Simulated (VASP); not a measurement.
# Ni (Fm-3m) in VASP: further runs, part 2 of 2

VASP 6.6.1. Earlier steps stand in the parts before.

## Step 3: Single point, PBE+D4+U, collinear spin, ferromagnetic start

This run uses another cell than the first one, of 8.68 Å³/atom, 0.827 times its volume.

INCAR reads:

```
SYSTEM = Ni
ALGO     = Fast           ! electronic algorithm
EDIFF    = 1E-6           ! SCF threshold, eV
ENCUT    = 520            ! plane-wave cutoff, eV
GGA      = PE             ! functional
ISIF     = 2              ! what is computed and relaxed
ISMEAR   = -5             ! smearing method
ISPIN    = 2              ! spin polarisation
IVDW     = 13             ! dispersion correction
LASPH    = .True.         ! aspherical terms in the spheres
LCHARG   = .False.        ! write CHGCAR
LDAU     = .True.         ! DFT+U
LDAUJ    = 0            
LDAUL    = 2              ! shell
LDAUPRINT= 1            
LDAUTYPE = 2            
LDAUU    = 3.5            ! U, eV
LMAXMIX  = 4              ! l up to which the mixer works
LORBIT   = 11             ! projections on sites
LREAL    = .False.        ! projectors in reciprocal space
LWAVE    = .False.        ! write WAVECAR
MAGMOM   = 1              ! initial moments
NBANDS   = 15             ! bands
NELM     = 150            ! most SCF steps
PREC     = Accurate       ! precision mode
SIGMA    = 0.05           ! smearing width, eV
```

KPOINTS reads:

```
k-points
0
Gamma
  13 13 13
  0 0 0
```

POSCAR reads:

```
Ni
1.0
    0.0000000000      1.6310973596      1.6310973596
    1.6310973596      0.0000000000      1.6310973596
    1.6310973596      1.6310973596      0.0000000000
Ni
1
Direct
    0.0000000000      0.0000000000      0.0000000000
```

Potentials or basis: VASP PAW PBE potentials, release 64 (Ni).

Started as:

```
cat potpaw_PBE.64/Ni/POTCAR > POTCAR
mpirun -np 1 vasp_std > vasp.out
```

OUTCAR:

```text
SYSTEM = Ni
   EDIFF = 1E-6
   ENCUT = 520
   GGA = PE
   ISIF = 2
   ISMEAR = -5
   ISPIN = 2
   IVDW = 13
   LASPH = .True.
   LORBIT = 11
   LREAL = .False.
   NELM = 150
   PREC = Accurate

 ion  position               nearest neighbor table
   1  0.000  0.000  0.000-

  LATTYP: Found a face centered cubic cell.
 ALAT       =     3.2621947192

  Lattice vectors:

 A1 = (   0.0000000000,   1.6310973596,   1.6310973596)
 A2 = (   1.6310973596,   0.0000000000,   1.6310973596)
 A3 = (   1.6310973596,   1.6310973596,   0.0000000000)

Analysis of symmetry for initial positions (statically):
=====================================================================
 Subroutine PRICEL returns:
 Original cell was already a primitive cell.

 Routine SETGRP: Setting up the symmetry group for a
 face centered cubic supercell.

 Subroutine GETGRP returns: Found 48 space group operations
 (whereof 48 operations were pure point group operations)
 out of a pool of 48 trial point group operations.

[... 235 lines left out ...]
      8      44.3140      0.00000
      9      44.3140      0.00000
     10      44.3140      0.00000
     11      45.4605      0.00000
     12      45.4605      0.00000
[... 841 lines left out ...]
      4      10.1014      1.00000
      5      12.5286      0.05661
      6      14.1888      0.00000
      7      22.7408      0.00000
      8      33.5581      0.00000
      9      36.4964      0.00000
     10      38.9536      0.00000
     11      48.9140      0.00000
     12      49.4588      0.00000
     13      54.2467      0.00000
     14      57.2571      0.00000
     15      61.7653      0.00000

 [... further k-points ...]

------------------------ aborting loop because EDIFF is reached ----------------------------------------

  DFT-D4 for vdW energy calculation

  Edisp (eV):   -0.55868

  FORCE on cell =-STRESS in cart. coord.  units (eV):
  Direction    XX          YY          ZZ          XY          YZ          ZX
  --------------------------------------------------------------------------------------
  -------------------------------------------------------------------------------------
  Total       2.55644     2.55644     2.55644    -0.00000    -0.00000    -0.00000
  in kB     471.92950   471.92950   471.92950    -0.00000    -0.00000    -0.00000
  external pressure =      471.93 kB  Pullay stress =        0.00 kB

 VOLUME and BASIS-vectors are now :
 -----------------------------------------------------------------------------
  energy-cutoff  :      520.00
  volume of cell :        8.68
      direct lattice vectors                 reciprocal lattice vectors
     0.000000000  1.631097360  1.631097360    -0.306542094  0.306542094  0.306542094
     1.631097360  0.000000000  1.631097360     0.306542094 -0.306542094  0.306542094
     1.631097360  1.631097360  0.000000000     0.306542094  0.306542094 -0.306542094

 POSITION                                       TOTAL-FORCE (eV/Angst)
 -----------------------------------------------------------------------------------
      0.00000      0.00000      0.00000         0.000000      0.000000      0.000000
 -----------------------------------------------------------------------------------
    total drift:                                0.000000     -0.000000     -0.000000

  FREE ENERGIE OF THE ION-ELECTRON SYSTEM (eV)
  ---------------------------------------------------
  free  energy   TOTEN  =        -3.5780560919 eV

  energy  without entropy=       -3.5780560919  energy(sigma->0) =       -3.57805609

 total charge

# of ion       s       p       d       tot
------------------------------------------
    1        0.592   0.669   8.626   9.886

 magnetization (x)

# of ion       s       p       d       tot
------------------------------------------
    1       -0.012  -0.045   0.660   0.602
```

OSZICAR:

```text
N       E                     dE             d eps       ncg     rms          rms(c)
DAV:   1     0.352254921349E+02    0.35225E+02   -0.41675E+03  5454   0.918E+02
DAV:   2    -0.228727399852E+01   -0.37513E+02   -0.35015E+02  5600   0.169E+02
DAV:   3    -0.370215921974E+01   -0.14149E+01   -0.14080E+01  6279   0.319E+01
DAV:   4    -0.370785272544E+01   -0.56935E-02   -0.56930E-02  6120   0.197E+00
DAV:   5    -0.370787617397E+01   -0.23449E-04   -0.23437E-04  6522   0.114E-01    0.135E+01
RMM:   6    -0.313494868176E+01    0.57293E+00   -0.75853E-01  6853   0.885E+00    0.516E+00
RMM:   7    -0.303232564939E+01    0.10262E+00   -0.74795E-02  6810   0.272E+00    0.333E+00
RMM:   8    -0.301842882628E+01    0.13897E-01   -0.36962E-03  7028   0.564E-01    0.999E-01
RMM:   9    -0.301880024867E+01   -0.37142E-03   -0.67719E-04  7154   0.233E-01    0.311E-01
RMM:  10    -0.301918786571E+01   -0.38762E-03   -0.38719E-04  7083   0.199E-01    0.637E-02
RMM:  11    -0.301934399724E+01   -0.15613E-03   -0.74383E-05  7150   0.838E-02    0.413E-02
RMM:  12    -0.301936444512E+01   -0.20448E-04   -0.16998E-05  7066   0.376E-02    0.647E-03
RMM:  13    -0.301936636751E+01   -0.19224E-05   -0.24193E-06  5985   0.123E-02    0.354E-03
RMM:  14    -0.301936958840E+01   -0.32209E-05   -0.25165E-07  4760   0.352E-03    0.224E-03
RMM:  15    -0.301937128745E+01   -0.16990E-05   -0.90829E-08  4529   0.276E-03    0.579E-04
RMM:  16    -0.301937116125E+01    0.12620E-06   -0.17219E-08  3401   0.928E-04
   1 F= -.35780561E+01 E0= -.35780561E+01  d E =0.000000E+00  mag=     0.6032
```

It took 17 s on 1 thread of Intel Xeon 6975P-C (Granite Rapids), shared host; peak memory 0.13 GiB.

What came out:

```
Free energy                                           : -3.5781 eV
Pressure                                              : 47.2 GPa
Net moment                                            : 0.60 μB per cell
Site moments                                          : Ni +0.60 μB
Valence electrons inside the program's atomic spheres : Ni 9.89
Dispersion energy per atom                            : -0.559 eV
```

Eigenvalues of the final occupation matrices:
```tsv
site	spin	trace	eigenvalues
site 1 d	1	4.66	0.93 0.93 0.93 0.94 0.94
site 1 d	2	4.00	0.74 0.74 0.74 0.90 0.90
```

Caveat: pairwise dispersion overbinds metals, which lowers pressure and volume; the U is typed as a test and isn't derived for this compound; tetrahedron occupations give inexact forces and stress in metals.

## Step 4: Single point, PBE+D4+U, collinear spin, ferromagnetic start

This run uses another cell than the first one, of 8.86 Å³/atom, 0.845 times its volume.

INCAR reads:

```
SYSTEM = Ni
PREC = Accurate
ENCUT = 520
EDIFF = 1E-7
ISMEAR = -5
SIGMA = 0.05
LREAL = .False.
LASPH = .True.
NELM = 150
ALGO = Normal
ISIF = 2
LWAVE = .False.
LCHARG = .True.
ISPIN = 2
MAGMOM = 1
LORBIT = 11
LMAXMIX = 4
LDAU = .True.
LDAUTYPE = 2
LDAUL = 2
LDAUU = 3.5
LDAUJ = 0
LDAUPRINT = 1
GGA = PE
IVDW = 13
LELF = .True.
LVHAR = .True.
NBANDS = 15
```

KPOINTS reads:

```
Automatic mesh
0
Gamma
  13 13 13
  0 0 0
```

POSCAR reads:

```
Ni
1.0
    0.0000000000      1.6425843391      1.6425843391
    1.6425843391      0.0000000000      1.6425843391
    1.6425843391      1.6425843391      0.0000000000
Ni
1
Direct
    0.0000000000      0.0000000000      0.0000000000
```

Started as:

```
cat potpaw_PBE.64/Ni/POTCAR > POTCAR
mpirun -np 1 vasp_std > vasp.out
```

It took 18 s on 1 thread of Intel Xeon 6975P-C (Granite Rapids), shared host; peak memory 0.13 GiB.

It converged, with:

| Item | Value |
| --- | --- |
| Free energy | -3.6277 eV |
| Pressure | 38.8 GPa |
| Net moment | 0.61 μB per cell |
| Site moments | Ni +0.61 μB |
| Valence electrons inside the program's atomic spheres | Ni 9.83 |
| Dispersion energy per atom | -0.548 eV |

Levels at points of the mesh, in eV from the Fermi level:
Spin up:
```csv
k point,band 1,band 2,band 3,band 4,band 5,band 6,band 7,band 8,band 9,band 10
"(0.00, 0.00, 0.00)",-9.90,-3.72,-3.72,-3.72,-2.06,-2.06,26.06,31.57,31.57,31.57
```
Spin down:
```
           k point  band 3  band 4  band 5  band 6  band 7  band 8
(0.00, 0.00, 0.00)   -2.22   -2.22   -1.42   -1.42   25.84   31.47
```

Eigenvalues of the final occupation matrices:
| site | spin | trace | eigenvalues |
| --- | --- | --- | --- |
| site 1 d | 1 | 4.66 | 0.93 0.93 0.93 0.94 0.94 |
| site 1 d | 2 | 3.99 | 0.73 0.73 0.73 0.90 0.90 |

Caveat: pairwise dispersion overbinds metals, which lowers pressure and volume; the U is typed as a test and isn't derived for this compound; tetrahedron occupations give inexact forces and stress in metals. The state reached can hang on the start; a lower one may exist.

## Step 5: The runs side by side

| task | level | U | cell | smearing | k mesh for the DOS | occupations for the DOS | gap on the mesh (eV) | pressure (GPa) | moment (μB) |
| --- | --- | --- | --- | --- | --- | --- | --- | --- | --- |
| density of states | PBEsol+U | Ni d U = 8.0 eV | a = 2.457 Å, angles 60.0°, 1 atom | fermi-dirac 0.05 eV | 20 × 20 × 20 | tetrahedron | - | - | 0.81 |
| single point | PBE+D4+U | Ni d U = 3.5 eV | a = 2.307 Å, angles 60.0°, 1 atom | tetrahedron | - | - | none | 47.2 | 0.60 |
| single point | PBE+D4+U | Ni d U = 3.5 eV | a = 2.323 Å, angles 60.0°, 1 atom | tetrahedron | - | - | none | 38.8 | 0.61 |

Alike in all rows: potentials or basis VASP PAW PBE potentials, release 64 (Ni); spin collinear, ferromagnetic start; k mesh 13 × 13 × 13; cutoff (eV) 520.

Caveats: the U is typed as a test and isn't derived for this compound; tetrahedron occupations give inexact forces and stress in metals; pairwise dispersion overbinds metals, which lowers pressure and volume (some runs); the PAW data sets were made with another functional, which shifts forces and pressure a little (some runs).

Total energies depend on the potentials used, so only differences within one code and one set of settings carry meaning.
